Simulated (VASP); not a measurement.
A run of VASP 6.6.1 is set up as follows.

The input INCAR:

```
  PREC = Accurate
  ENCUT = 520
  EDIFF = 1E-7
  ISMEAR = 0
  SIGMA = 0.15
  LREAL = False
  LASPH = True
  NELM = 100
  ALGO = Normal
  ISIF = 2
  LWAVE = False
  LCHARG = True
  GGA = PS
  LELF = True
  LVHAR = True
  NBANDS = 10
```

Contents of KPOINTS:

```
regular mesh
0
Gamma
  20 20 20
```

File POSCAR:

```
Re
1.0
    0.0000000000      2.1330000000      2.1330000000
    2.1330000000      0.0000000000      2.1330000000
    2.1330000000      2.1330000000      0.0000000000
Re
1
Direct
    0.0000000000      0.0000000000      0.0000000000
```

Potentials or basis: VASP PAW PBE potentials, release 64 (Re).

The run is started by

```console
$ cat potpaw_PBE.64/Re/POTCAR > POTCAR
$ mpirun -np 1 vasp_std > vasp.out
```

(1) What does it give for the pressure?

(2) Predict the band gap on the k mesh.

## Answers

(1) -58.4 GPa.

(2) zero (an odd number of electrons rules out a gap without spin polarisation).

Caveat: the cell differs from its parent crystal (strain +0.080 along x and y, +0.080 along z); the cell stands under tension; the PAW data sets were made with another functional, which shifts forces and pressure a little; spin-orbit coupling is left out, which moves the levels of the heavy elements.
